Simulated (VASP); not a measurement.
# FeBiOs3 (R3c) in VASP: further runs, part 2 of 2

VASP 6.6.1. The steps go on from the part before.

**3. Single point, PBE**

Contents of INCAR:

```
PREC = Accurate ; ENCUT = 520
EDIFF = 1E-6 ; ISMEAR = -1
SIGMA = 0.001 ; LREAL = F
LASPH = T ; NELM = 80
ALGO = Normal ; ISIF = 2
LWAVE = F ; LCHARG = F
GGA = PE ; NBANDS = 58
```

Contents of KPOINTS:

```
regular mesh
0
Gamma
  4 4 4
```

Contents of POSCAR:

```
FeBiOs3
1.0
    3.0760880000      5.3279360000      0.0000000000
   -3.0760880000      5.3279360000      0.0000000000
    0.0000000000     -3.5519580000      5.0893740000
Bi Fe Os
2 2 6
Direct
    0.0000000000      0.0000000000      0.0000000000
    0.5000000000      0.5000000000      0.5000000000
    0.2212000000      0.2212000000      0.6636000000
    0.7212000000      0.7212000000      0.1636000000
    0.3973000000      0.5233000000      0.8629000000
    0.9423000000      0.3973000000      0.8629000000
    0.5233000000      0.9423000000      0.8629000000
    0.4423000000      0.0233000000      0.3629000000
    0.0233000000      0.8973000000      0.3629000000
    0.8973000000      0.4423000000      0.3629000000
```

Potentials or basis: VASP PAW PBE potentials, release 64 (Bi_d, Fe, Os).

On the command line:

```bash
$ cat potpaw_PBE.64/Bi_d/POTCAR potpaw_PBE.64/Fe/POTCAR potpaw_PBE.64/Os/POTCAR > POTCAR
$ mpirun -np 1 vasp_std > vasp.out
```

OUTCAR:

```text
PREC = Accurate
   ENCUT = 520
   EDIFF = 1E-6
   ISMEAR = -1
   LREAL = F
   LASPH = T
   NELM = 80
   ISIF = 2
   GGA = PE

 ion  position               nearest neighbor table
   1  0.000  0.000  0.000-   9 2.55   8 2.55  10 2.55   7 2.78   6 2.78   5 2.78   3 3.38   6 3.53
                             7 3.53   5 3.53
   2  0.500  0.500  0.500-   5 2.55   7 2.55   6 2.55   8 2.78  10 2.78   9 2.78   4 3.38  10 3.53
                             8 3.53   9 3.53
   3  0.221  0.221  0.664-   5 2.14   6 2.14   7 2.14   9 2.33   8 2.33  10 2.33   1 3.38
   4  0.721  0.721  0.164-   9 2.14  10 2.14   8 2.14   5 2.33   7 2.33   6 2.33   2 3.38
   5  0.397  0.523  0.863-   3 2.14   4 2.33   2 2.55   1 2.78   7 3.04   6 3.04   8 3.12   8 3.12
                            10 3.14  10 3.14   6 3.26   7 3.26   1 3.53
   6  0.942  0.397  0.863-   3 2.14   4 2.33   2 2.55   1 2.78   5 3.04   7 3.04  10 3.12  10 3.12
                             9 3.14   9 3.14   5 3.26   7 3.26   1 3.53
   7  0.523  0.942  0.863-   3 2.14   4 2.33   2 2.55   1 2.78   5 3.04   6 3.04   9 3.12   9 3.12
                             8 3.14   8 3.14   5 3.26   6 3.26   1 3.53
   8  0.442  0.023  0.363-   4 2.14   3 2.33   1 2.55   2 2.78   9 3.04  10 3.04   5 3.12   5 3.12
                             7 3.14   7 3.14   9 3.26  10 3.26   2 3.53
   9  0.023  0.897  0.363-   4 2.14   3 2.33   1 2.55   2 2.78   8 3.04  10 3.04   7 3.12   7 3.12
                             6 3.14   6 3.14  10 3.26   8 3.26   2 3.53
  10  0.897  0.442  0.363-   4 2.14   3 2.33   1 2.55   2 2.78   9 3.04   8 3.04   6 3.12   6 3.12
                             5 3.14   5 3.14   9 3.26   8 3.26   2 3.53

  LATTYP: Found a trigonal (rhomboedric) cell.
 ALAT       =     6.2062986515
 COS(alpha) =     0.5086825761

  Lattice vectors:

 A1 = (   3.0760880000,   1.7759780000,   5.0893740000)
 A2 = (  -3.0760880000,   1.7759780000,   5.0893740000)
 A3 = (   0.0000000000,  -3.5519580000,   5.0893740000)

Analysis of symmetry for initial positions (statically):
=====================================================================
 Subroutine PRICEL returns:
 Original cell was already a primitive cell.

 Routine SETGRP: Setting up the symmetry group for a
 trigonal (rhombohedral) supercell.

[... 156 lines left out ...]
  energy-cutoff  :      520.00
  volume of cell :      166.82
 maximum number of plane-waves:      4525
 NGX is ok and might be reduce to    48
   NGX = 23   NGY = 23   NGZ = 23

 number of electron      93.9999985 magnetization

 Free energy of the ion-electron system (eV)
  ---------------------------------------------------
  ext. energy  EPLUGINS =         0.00000000
  ---------------------------------------------------
  free energy    TOTEN  =       -73.36626439 eV

  energy without entropy =      -73.36615829  energy(sigma->0) =      -73.36621134

 E-fermi :   8.4435     XC(G=0): -12.5753

 val. band max:        8.4384125782   @ k =   0.0000   0.0000   0.2500
 cond. band min:       8.4454459118   @ k =   0.2500  -0.0000  -0.0000
 fundamental gap:      0.0070333335
 Fermi energy:         8.4435199568

 k-point     1 :       0.0000    0.0000    0.0000
  band No.  band energies     occupation
      1     -14.7035      2.00000
      2     -14.7035      2.00000
      3     -14.6929      2.00000
      4     -14.6929      2.00000
      5     -14.6555      2.00000
      6     -14.6440      2.00000
[... 782 lines left out ...]
     57      10.0096      0.00000
     58      10.0096      0.00000

------------------------ aborting loop because EDIFF is reached ----------------------------------------

  FORCE on cell =-STRESS in cart. coord.  units (eV):
  Direction    XX          YY          ZZ          XY          YZ          ZX
  --------------------------------------------------------------------------------------
  -------------------------------------------------------------------------------------
  Total       29.4431502     29.4430982     30.7480536      0.0000000     -0.0000040      0.0000000
  in kB      282.7761256    282.7756262    295.3086003      0.0000000     -0.0000387      0.0000000
  external PRESSURE =     286.9534507 kB  Pullay stress =       0.0000000 kB

 VOLUME and BASIS-vectors are now :
 -----------------------------------------------------------------------------
  energy-cutoff  :      520.00
  volume of cell :      166.82
      direct lattice vectors                 reciprocal lattice vectors
     3.076088000  5.327936000  0.000000000     0.162544114  0.093844971  0.065495952
    -3.076088000  5.327936000  0.000000000    -0.162544114  0.093844971  0.065495952
     0.000000000 -3.551958000  5.089374000     0.000000000  0.000000000  0.196487820

 POSITION                                       TOTAL-FORCE (eV/Angst)
 -----------------------------------------------------------------------------------
      0.00000      0.00000      0.00000         0.000000      0.000001     -5.837151
      0.00000      3.55196      2.54469         0.000000      0.000001     -5.837151
      0.00000     -0.00000      3.37731         0.000000     -0.000000      0.806775
      0.00000      7.10391      0.83262         0.000000     -0.000000      0.806775
     -0.38759      1.83991      4.39162        -0.588953      0.039383      1.676792
      1.67647      4.07232      4.39162         0.260369     -0.529740      1.676792
     -1.28888      4.74364      4.39162         0.328584      0.490356      1.676792
      1.28888      1.19168      1.84693        -0.328584      0.490356      1.676792
     -2.68850      3.61589      1.84693         0.588953      0.039383      1.676792
      1.39962      5.84830      1.84693        -0.260369     -0.529740      1.676792
 -----------------------------------------------------------------------------------
    total drift:                                0.000000     -0.000043     -0.001281

  FREE ENERGIE OF THE ION-ELECTRON SYSTEM (eV)
  ---------------------------------------------------
  free  energy   TOTEN  =       -73.3662643943 eV

  energy  without entropy=      -73.3661582921  energy(sigma->0) =      -73.36621134
```

stdout:

```text
POSCAR found type information on POSCAR BiFeOs
 POSCAR found :  3 types and      10 ions
 scaLAPACK will be used
 LDA part: xc-table for (Slater+PW92), standard interpolation
 POSCAR, INCAR and KPOINTS ok, starting setup
 FFT: planning ... GRIDC
 FFT: planning ... GRID_SOFT
 FFT: planning ... GRID
 WAVECAR not read
 entering main loop
```

It took 2.7 min on 1 thread of Intel Xeon Platinum 8488C (Sapphire Rapids), shared host; peak memory 0.4 GiB.

What came out:

```
Free energy            : -73.3663 eV
Pressure               : 28.7 GPa
Largest force          : 5.837 eV/Å
Band gap on the k mesh : zero (band 47 reaches 8.49 eV, above the bottom of band 48 at 8.25 eV)
```

Forces in eV/Å, atoms in the order of the input:
```
Bi   0.000  0.000 -5.837
Bi   0.000  0.000 -5.837
Fe   0.000  0.000  0.807
Fe   0.000  0.000  0.807
Os  -0.589  0.039  1.677
Os   0.260 -0.530  1.677
Os   0.329  0.490  1.677
Os  -0.329  0.490  1.677
Os   0.589  0.039  1.677
Os  -0.260 -0.530  1.677
```

Stress tensor (GPa, compression positive):
```
28.28  0.00  0.00
 0.00 28.28  0.00
 0.00  0.00 29.53
```

Levels at points of the mesh, in eV from the Fermi level:
```tsv
k point	band 44	band 45	band 46	band 47	band 48	band 49	band 50	band 51
(0.00, 0.00, 0.00)	-0.78	-0.37	-0.37	0.05	0.11	0.22	0.32	0.32
(0.50, 0.00, 0.00)	-0.74	-0.40	-0.40	0.00	0.00	0.33	0.33	0.45
(0.50, 0.50, 0.00)	-0.79	-0.79	-0.50	-0.43	0.18	0.21	0.24	0.59
(0.00, 0.00, 0.50)	-0.27	-0.27	-0.27	-0.04	-0.04	0.23	0.23	0.44
```

Caveat: spin-orbit coupling is left out, which moves the levels of the heavy elements; forces of over 1 eV/Å act on the atoms, so gaps and moduli don't describe the material at rest. Spin polarisation is off, so any magnetic state and its effect on volume and gap are missing.
